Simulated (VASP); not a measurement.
Here is a VASP 6.6.1 calculation.

Contents of INCAR:

```
SYSTEM = Sr3BiP
ALGO     = Normal         ! electronic algorithm
EDIFF    = 1E-7           ! SCF threshold, eV
ENCUT    = 520            ! plane-wave cutoff, eV
GGA      = CA             ! functional
ISIF     = 2              ! what is computed and relaxed
ISMEAR   = 0              ! smearing method
LASPH    = .TRUE.         ! aspherical terms in the spheres
LCHARG   = .FALSE.        ! write CHGCAR
LREAL    = .FALSE.        ! projectors in reciprocal space
LWAVE    = .FALSE.        ! write WAVECAR
NBANDS   = 33             ! bands
NELM     = 100            ! most SCF steps
PREC     = Accurate       ! precision mode
SIGMA    = 0.1            ! smearing width, eV
```

Contents of KPOINTS:

```
k-points
0
G
  4 4 4
  0 0 0
```

POSCAR

```
Sr3BiP
1.0
    5.6270207478      0.0000000000      0.0000000000
    0.0000000000      5.6270207478      0.0000000000
    0.0000000000      0.0000000000      5.6270207478
Sr Bi P
3 1 1
Direct
    0.0000000000      0.5000000000      0.5000000000
    0.5000000000      0.0000000000      0.5000000000
    0.5000000000      0.5000000000      0.0000000000
    0.0000000000      0.0000000000      0.0000000000
    0.5000000000      0.5000000000      0.5000000000
```

Potentials or basis: VASP PAW LDA potentials, release 64 (Sr_sv, Bi_d, P).

Command:

```sh
$ cat potpaw_LDA.64/Sr_sv/POTCAR potpaw_LDA.64/Bi_d/POTCAR potpaw_LDA.64/P/POTCAR > POTCAR
$ mpirun -np 1 vasp_std > vasp.out
```

(1) Estimate the band gap on the k mesh.

(2) Estimate the pressure.

## Answers

(1) zero (filled and empty bands touch).

(2) 0.1 GPa.

Caveat: spin-orbit coupling is left out, which moves the levels of the heavy elements.
